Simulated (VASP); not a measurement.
# Na (I4/mmm) in VASP: notebook

The runs below take Na through single point, with PBEsol.

Program: VASP 6.6.1. These are calculated values, not measurements. Logs are shortened: lines on timing, memory, paths and dates and some standing lists are left out, and cuts for length are marked.

## (1) The cell of the first run

Symmetry: I4/mmm, No. 139, tetragonal system. The conventional cell has a = 4.023 Å, b = 4.023 Å, c = 4.235 Å, α = 90.00°, β = 90.00°, γ = 90.00°. Within 4.7 Å of Na (site symmetry 4/mmm) lie 14 Na at 3.55 to 4.24 Å.

## (2) Single point, PBEsol (strain -0.050 along x and y, +0.000 along z)

Input file INCAR:

```
PREC = Accurate ; ENCUT = 520
EDIFF = 1E-6 ; ISMEAR = 0
SIGMA = 0.15 ; LREAL = F
LASPH = T ; NELM = 60
ALGO = Normal ; ISIF = 2
LWAVE = F ; LCHARG = T
GGA = PS ; LELF = T
LVHAR = T ; NBANDS = 10
```

Input file KPOINTS:

```
Automatic mesh
0
Gamma
  16 16 16
```

Input file POSCAR:

```
Na
1.0
   -2.0116250000      2.0116250000      2.1175000000
    2.0116250000     -2.0116250000      2.1175000000
    2.0116250000      2.0116250000     -2.1175000000
Na
1
Direct
    0.0000000000      0.0000000000      0.0000000000
```

Potentials or basis: VASP PAW PBE potentials, release 64 (Na_pv).

Started as:

```
cat potpaw_PBE.64/Na_pv/POTCAR > POTCAR
mpirun -np 1 vasp_std > vasp.out
```

OUTCAR:

```text
PREC = Accurate
   ENCUT = 520
   EDIFF = 1E-6
   ISMEAR = 0
   LREAL = F
   LASPH = T
   NELM = 60
   ISIF = 2
   GGA = PS

 ion  position               nearest neighbor table
   1  0.000  0.000  0.000-

  LATTYP: Found a body centered tetragonal cell.
 ALAT       =     4.0232500000
 C/A-ratio  =     1.0526315789

  Lattice vectors:

 A1 = (  -2.0116250000,   2.0116250000,   2.1175000000)
 A2 = (   2.0116250000,  -2.0116250000,   2.1175000000)
 A3 = (   2.0116250000,   2.0116250000,  -2.1175000000)

Analysis of symmetry for initial positions (statically):
=====================================================================
 Subroutine PRICEL returns:
 Original cell was already a primitive cell.

 Routine SETGRP: Setting up the symmetry group for a
 body centered tetragonal supercell.

 Subroutine GETGRP returns: Found 16 space group operations
 (whereof 16 operations were pure point group operations)
 out of a pool of 16 trial point group operations.

The static configuration has the point symmetry D_4h.

Analysis of symmetry for dynamics (positions and initial velocities):
=====================================================================
 Subroutine PRICEL returns:
 Original cell was already a primitive cell.

 Routine SETGRP: Setting up the symmetry group for a
 body centered tetragonal supercell.

 Subroutine GETGRP returns: Found 16 space group operations
 (whereof 16 operations were pure point group operations)
 out of a pool of 16 trial point group operations.

The dynamic configuration has the point symmetry D_4h.

 Subroutine INISYM returns: Found 16 space group operations
 (whereof 16 operations are pure point group operations),
 and found     1 'primitive' translations

----------------------------------------------------------------------------------------

                                     Primitive cell

  volume of cell :      34.2750

  direct lattice vectors                    reciprocal lattice vectors
    -2.011625000  2.011625000  2.117500000     0.000000000  0.248555272  0.236127509
     2.011625000 -2.011625000  2.117500000     0.248555272  0.000000000  0.236127509
     2.011625000  2.011625000 -2.117500000     0.248555272  0.248555272  0.000000000

  length of vectors
     3.546417422  3.546417422  3.546417422     0.342835126  0.342835126  0.351510237

  position of ions in fractional coordinates (direct lattice)
     0.000000000  0.000000000  0.000000000

  ion indices of the primitive-cell ions
   primitive index   ion index
                 1           1

----------------------------------------------------------------------------------------

 KPOINTS: Automatic mesh

Automatic generation of k-mesh.
 Grid dimensions read from file:
 generate k-points for:   16   16   16

 Generating k-lattice:

  Cartesian coordinates                     Fractional coordinates (reciprocal lattice)
     0.000000000  0.015534705  0.014757969     0.062500000 -0.000000000  0.000000000
     0.015534705  0.000000000  0.014757969    -0.000000000  0.062500000  0.000000000
     0.015534705  0.015534705  0.000000000     0.000000000  0.000000000  0.062500000

  Length of vectors
     0.021427195  0.021427195  0.021969390

  Shift w.r.t. Gamma in fractional coordinates (k-lattice)
     0.000000000  0.000000000  0.000000000

 Subroutine IBZKPT returns following result:
 ===========================================

 Found    349 irreducible k-points:

 Following reciprocal coordinates:
            Coordinates               Weight
  0.000000  0.000000  0.000000      1.000000
  0.062500 -0.000000  0.000000      8.000000
  0.125000 -0.000000  0.000000      8.000000
  0.187500 -0.000000  0.000000      8.000000
  0.250000 -0.000000  0.000000      8.000000
  0.312500 -0.000000  0.000000      8.000000
[... 16 lines left out ...]
 -0.125000  0.062500 -0.000000     16.000000
 -0.062500  0.062500  0.000000      4.000000
 [... further k-points ...]
   k-points           NKPTS =    349   k-points in BZ     NKDIM =    349   number of bands    NBANDS=     10
   number of dos      NEDOS =    301   number of ions     NIONS =      1
   total plane-waves  NPLWV =  21952
   dimension x,y,z NGX =    28 NGY =   28 NGZ =   28
   dimension x,y,z NGXF=    56 NGYF=   56 NGZF=   56
   ions per type =               1
   NGX,Y,Z   is equivalent  to a cutoff of  13.13, 13.13, 13.13 a.u.
   NGXF,Y,Z  is equivalent  to a cutoff of  26.25, 26.25, 26.25 a.u.
 SYSTEM =  unknown system
   PREC   = accura    normal or accurate (medium, high low for compatibility)
   ISTART =      0    job   : 0-new  1-cont  2-samecut
   ICHARG =      2    charge: 1-file 2-atom 10-const
   ISPIN  =      1    spin polarized calculation?
   LNONCOLLINEAR =      F non collinear calculations
   LSORBIT =      F    spin-orbit coupling
   LASPH  =      T    aspherical Exc in radial PAW
   ENCUT  =  520.0 eV  38.22 Ry    6.18 a.u.   6.59  6.59  6.59*2*pi/ulx,y,z
   NELM   =     60;   NELMIN=  2; NELMDL= -5     # of ELM steps
   EDIFF  = 0.1E-05   stopping-criterion for ELM
   LREAL  =      F    real-space projection
   EDIFFG = 0.1E-04   stopping-criterion for IOM
   NSW    =      0    number of steps for IOM
   IBRION =     -1    ionic relax: 0-MD 1-quasi-New 2-CG
   NFREE  =      0    steps in history (QN), initial steepest desc. (CG)
   ISIF   =      2    stress and relaxation
   ISYM   =      2    0-nonsym 1-usesym 2-fastsym
   POTIM  = 0.5000    time-step for ionic-motion
   TEBEG  =    0.0;   TEEND  =   0.0 temperature during run
   PSTRESS=    0.0 pullay stress
   NELECT =       7.0000    total number of electrons
   NUPDOWN=      -1.0000    fix difference up-down
   EMIN   =  10.00;   EMAX   =-10.00  energy-range for DOS
   EFERMI =   0.00;   METHOD = LEGACY
   ISMEAR =     0;   SIGMA  =   0.15  broadening in eV -4-tet -1-fermi 0-gaus
   EFERMI_NEDOS =   21; number of points for ismear=-14 and -15
   IALGO  =     38    algorithm
   IMIX   =      4    mixing-type and parameters
     AMIX     =   0.40;   BMIX     =  1.00
     AMIX_MAG =   1.60;   BMIX_MAG =  1.00
  volume/ion in A,a.u.               =      34.27       231.30
  Fermi-wavevector in a.u.,A,eV,Ry     =   0.964084  1.821855 12.646052  0.929459
  Thomas-Fermi vector in A             =   2.093685
   LORBIT       =      0    0 simple, 1 ext, 2 COOP (PROOUT), +10 PAW based schemes
   GGA     = PS    functional components
   LHFCALC =     F    Hartree Fock is set to
   AEXX    =    0.0000 exact exchange contribution
   IVDW    =     0    specifies the selected vdW correction
   LEPSILON=     F    determine dielectric tensor
   LRPA    =     F    only Hartree local field effects (RPA)
 non-spin polarized calculation
 Gauss-broadening in eV      SIGMA  =   0.15
  energy-cutoff  :      520.00
  volume of cell :       34.27
 maximum number of plane-waves:       946
   NGX = 13   NGY = 13   NGZ = 13

 number of electron       6.9999996 magnetization

 Free energy of the ion-electron system (eV)
  ---------------------------------------------------
  ext. energy  EPLUGINS =         0.00000000
  ---------------------------------------------------
  free energy    TOTEN  =        -1.39913110 eV

  energy without entropy =       -1.39420718  energy(sigma->0) =       -1.39666914

 E-fermi :   0.5351     XC(G=0):  -6.7120

 val. band max:        0.5175670773   @ k =   0.5000   0.2500   0.0000
 cond. band min:       0.5555648320   @ k =   0.5000   0.1875   0.0000
 fundamental gap:      0.0379977547
 Fermi energy:         0.5350545395

 k-point     1 :       0.0000    0.0000    0.0000
  band No.  band energies     occupation
      1     -24.1897      2.00000
      2     -24.1897      2.00000
      3     -24.1894      2.00000
      4      -2.9106      2.00000
      5      12.5410      0.00000
      6      12.5410      0.00000
      7      13.3450      0.00000
      8      13.4614      0.00000
      9      14.0939      0.00000
     10      14.2750      0.00000

 k-point     2 :       0.0625   -0.0000    0.0000
  band No.  band energies     occupation
      1     -24.1914      2.00000
      2     -24.1902      2.00000
      3     -24.1895      2.00000
      4      -2.8389      2.00000
      5      11.5701      0.00000
      6      12.1975      0.00000
      7      12.9618      0.00000
      8      13.0074      0.00000
      9      13.5334      0.00000
     10      14.5676      0.00000

 k-point     3 :       0.1250   -0.0000    0.0000
  band No.  band energies     occupation
      1     -24.1966      2.00000
      2     -24.1919      2.00000
      3     -24.1895      2.00000
      4      -2.6246      2.00000
      5       9.9009      0.00000
      6      11.5462      0.00000
      7      12.3576      0.00000
      8      12.5383      0.00000
      9      13.1004      0.00000
     10      14.7538      0.00000

 k-point     4 :       0.1875   -0.0000    0.0000
  band No.  band energies     occupation
      1     -24.2044      2.00000
      2     -24.1943      2.00000
      3     -24.1894      2.00000
      4      -2.2696      2.00000
      5       8.2521      0.00000
      6      10.8989      0.00000
      7      11.7969      0.00000
      8      11.9411      0.00000
      9      12.8199      0.00000
     10      14.8728      0.00000

 k-point     5 :       0.2500   -0.0000    0.0000
  band No.  band energies     occupation
      1     -24.2136      2.00000
      2     -24.1972      2.00000
      3     -24.1893      2.00000
      4      -1.7771      2.00000
      5       6.6923      0.00000
      6      10.3389      0.00000
      7      11.3277      0.00000
      8      11.4247      0.00000
      9      12.4830      0.00000
     10      15.1080      0.00000

 k-point     6 :       0.3125   -0.0000    0.0000
  band No.  band energies     occupation
      1     -24.2228      2.00000
      2     -24.2001      2.00000
      3     -24.1893      2.00000
      4      -1.1513      2.00000
      5       5.2361      0.00000
      6       9.8917      0.00000
      7      10.9614      0.00000
      8      11.0197      0.00000
      9      12.1413      0.00000
     10      15.4974      0.00000
[... 183 lines left out ...]
 k-point    21 :      -0.2500    0.0625   -0.0000
  band No.  band energies     occupation
      1     -24.2099      2.00000
      2     -24.1956      2.00000
      3     -24.1902      2.00000
      4      -1.9731      2.00000
      5       7.4556      0.00000
      6       9.9472      0.00000
      7      11.0654      0.00000
      8      12.2827      0.00000
      9      12.9583      0.00000
     10      14.4508      0.00000

 k-point    22 :      -0.1875    0.0625    0.0000
  band No.  band energies     occupation
      1     -24.2016      2.00000
      2     -24.1928      2.00000
      3     -24.1902      2.00000
      4      -2.4004      2.00000
      5       9.0481      0.00000
      6      10.6086      0.00000
      7      11.5269      0.00000
      8      12.7013      0.00000
      9      13.1309      0.00000
     10      14.5869      0.00000

 k-point    23 :      -0.1250    0.0625   -0.0000
  band No.  band energies     occupation
      1     -24.1951      2.00000
      2     -24.1908      2.00000
      3     -24.1901      2.00000
      4      -2.6886      2.00000
      5      10.6926      0.00000
      6      11.3820      0.00000
      7      11.9923      0.00000
      8      12.7872      0.00000
      9      13.5388      0.00000
     10      14.6687      0.00000

 k-point    24 :      -0.0625    0.0625    0.0000
  band No.  band energies     occupation
      1     -24.1915      2.00000
      2     -24.1900      2.00000
      3     -24.1897      2.00000
      4      -2.8352      2.00000
      5      11.9941      0.00000
      6      12.2500      0.00000
      7      12.2599      0.00000
      8      12.8660      0.00000
      9      13.6547      0.00000
     10      14.7936      0.00000

 [... further k-points ...]

------------------------ aborting loop because EDIFF is reached ----------------------------------------

  FORCE on cell =-STRESS in cart. coord.  units (eV):
  Direction    XX          YY          ZZ          XY          YZ          ZX
  --------------------------------------------------------------------------------------
  -------------------------------------------------------------------------------------
  Total        0.1039253      0.1039253      0.0933015      0.0000000     -0.0000000      0.0000000
  in kB        4.8579641      4.8579641      4.3613600      0.0000000     -0.0000000      0.0000000
  external PRESSURE =       4.6924294 kB  Pullay stress =       0.0000000 kB

 VOLUME and BASIS-vectors are now :
 -----------------------------------------------------------------------------
  energy-cutoff  :      520.00
  volume of cell :       34.27
      direct lattice vectors                 reciprocal lattice vectors
    -2.011625000  2.011625000  2.117500000     0.000000000  0.248555272  0.236127509
     2.011625000 -2.011625000  2.117500000     0.248555272  0.000000000  0.236127509
     2.011625000  2.011625000 -2.117500000     0.248555272  0.248555272  0.000000000

 POSITION                                       TOTAL-FORCE (eV/Angst)
 -----------------------------------------------------------------------------------
      0.00000      0.00000      0.00000        -0.000000      0.000000      0.000000
 -----------------------------------------------------------------------------------
    total drift:                               -0.000000     -0.000000     -0.000000

  FREE ENERGIE OF THE ION-ELECTRON SYSTEM (eV)
  ---------------------------------------------------
  free  energy   TOTEN  =        -1.3991311015 eV

  energy  without entropy=       -1.3942071824  energy(sigma->0) =       -1.39666914
```

Wall time 97 s (1 thread of Intel Xeon 8259CL, shared host); peak memory 0.23 GiB.

What came out:

```yaml
Free_energy: -1.3991 eV
Pressure: 0.5 GPa
Band_gap_on_the_k_mesh: zero (an odd number of electrons rules out a gap without spin polarisation)
```

Caveat: the cell differs from its parent crystal (strain -0.050 along x and y, +0.000 along z); the PAW data sets were made with another functional, which shifts forces and pressure a little.

## (3) Single point, PBEsol (strain -0.050 along x and y, +0.025 along z)

Input file INCAR:

```
SYSTEM = Na
PREC = Accurate ; ENCUT = 520
EDIFF = 1E-6 ; ISMEAR = 0
SIGMA = 0.15 ; LREAL = .False.
LASPH = .True. ; NELM = 100
ALGO = Fast ; ISIF = 2
LWAVE = .False. ; LCHARG = .False.
GGA = PS ; NBANDS = 10
```

Input file KPOINTS:

```
regular mesh
0
Gamma
  16 16 16
  0 0 0
```

Input file POSCAR:

```
Na
1.0
   -2.0116250000      2.0116250000      2.1704375000
    2.0116250000     -2.0116250000      2.1704375000
    2.0116250000      2.0116250000     -2.1704375000
Na
1
Direct
    0.0000000000      0.0000000000      0.0000000000
```

Potentials or basis: VASP PAW PBE potentials, release 64 (Na_pv).

Started as:

```
cat potpaw_PBE.64/Na_pv/POTCAR > POTCAR
mpirun -np 1 vasp_std > vasp.out
```

Run time: 2.4 min. Hardware: 1 thread of Intel Xeon 8259CL, shared host; peak memory 0.22 GiB.

The run converged. Its results:

* Free energy: -1.4011 eV
* Pressure: 0.3 GPa
* Band gap on the k mesh: zero (an odd number of electrons rules out a gap without spin polarisation)

Levels at points of the mesh, in eV from the Fermi level:
| k point | band 1 | band 2 | band 3 | band 4 | band 5 | band 6 | band 7 |
| --- | --- | --- | --- | --- | --- | --- | --- |
| (0.00, 0.00, 0.00) | -24.74 | -24.74 | -24.74 | -3.39 | 11.75 | 11.75 | 12.59 |
| (0.50, 0.00, 0.00) | -24.78 | -24.75 | -24.74 | 0.68 | 1.19 | 8.79 | 9.90 |
| (0.50, 0.50, 0.00) | -24.78 | -24.76 | -24.74 | 0.97 | 1.53 | 7.81 | 8.90 |
| (0.50, 0.50, 0.50) | -24.78 | -24.77 | -24.77 | 4.20 | 4.22 | 4.96 | 5.55 |

Caveat: the cell differs from its parent crystal (strain -0.050 along x and y, +0.025 along z); the PAW data sets were made with another functional, which shifts forces and pressure a little.

The gap in the log of VASP goes by the Fermi energy; the results here count the filled bands.